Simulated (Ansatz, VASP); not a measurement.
# Two plane-wave programs on GeSbTe3

The input INCAR:

```
PREC     = Accurate       # precision mode
ENCUT    = 520            # plane-wave cutoff, eV
EDIFF    = 1E-6           # SCF threshold, eV
ISMEAR   = 0              # smearing method
SIGMA    = 0.1            # smearing width, eV
LREAL    = F              # projectors in reciprocal space
LASPH    = T              # aspherical terms in the spheres
NELM     = 100            # most SCF steps
ALGO     = Normal         # electronic algorithm
ISIF     = 2              # what is computed and relaxed
LWAVE    = F              # write WAVECAR
LCHARG   = F              # write CHGCAR
GGA      = PE             # functional
NBANDS   = 26             # bands
```

KPOINTS

```
Automatic mesh
0
Gamma
  3 3 3
```

File POSCAR:

```
GeSbTe3
1.0
    2.1034800504      1.2144447733      9.8714625907
   -2.1034800504      1.2144447733      9.8714625907
    0.0000000000     -2.4288895466      9.8714625907
Ge Sb Te
1 1 3
Direct
    0.5978230000      0.5978230000      0.5978230000
    0.3977000000      0.3977000000      0.3977000000
    0.9983600000      0.9983600000      0.9983600000
    0.9114256637      0.6737243363      0.7925750000
    0.2135430000      0.2135430000      0.2135430000
```

Input for Ansatz:

```yaml
crystal:
  lattice:
    - [2.1034800504, 1.2144447733, 9.8714625907]
    - [-2.1034800504, 1.2144447733, 9.8714625907]
    - [0.0, -2.4288895466, 9.8714625907]
  atoms:
    - { symbol: Ge, position: [0.597823, 0.597823, 0.597823] }
    - { symbol: Sb, position: [0.3977, 0.3977, 0.3977] }
    - { symbol: Te, position: [0.99836, 0.99836, 0.99836] }
    - { symbol: Te, position: [0.9114256637, 0.6737243363, 0.792575] }
    - { symbol: Te, position: [0.213543, 0.213543, 0.213543] }
basis:
  ecutwfc: 420
  ecutrho_ratio: 4
kpoints:
  mp_grid: { grid: [3, 3, 3] }
hamiltonian:
  xc: pbe
scf:
  occupations: { method: gaussian, width: 0.1 }
output:
  forces: true
  stress: true
  eigenvalues: true
```

Alike in both runs: task single point; functional PBE; k mesh 3 × 3 × 3; occupations gaussian, width 0.1 eV; no spin polarisation.

```csv
,VASP,Ansatz
version,VASP 6.6.1,Ansatz 0.2.0
potentials or method,"VASP PAW PBE potentials, release 64 (Ge_d, Sb, Te), cutoff 520 eV","scalar-relativistic, plane waves, PAW"
valence electrons in the cell,37,77
```

|  | VASP | Ansatz | Ansatz less VASP |
| --- | --- | --- | --- |
| gap on the k mesh at the Fermi level (eV) | none | none | - |
| pressure (GPa) | 1.5 | 1.5 | -0.01 |
| traceless stress, the component that is largest in VASP (GPa) | -3.73 | -3.70 | +0.027 |
| rms of the force components (eV/Å) | 0.556 | 0.546 | -0.0100 |

Atom by atom the forces differ by 0.014 eV/Å (rms over components). A gap of «none» marks a metal or a gap that the smearing closes. With one functional, cell and mesh, what is left measures potentials, basis and numerics. VASP's potentials hold 37 valence electrons a cell and Ansatz's 77, so a difference there can come from the potentials and not from the codes.

The k mesh is coarse, so the values compare programs but aren't converged. Neither program's run includes spin-orbit coupling.
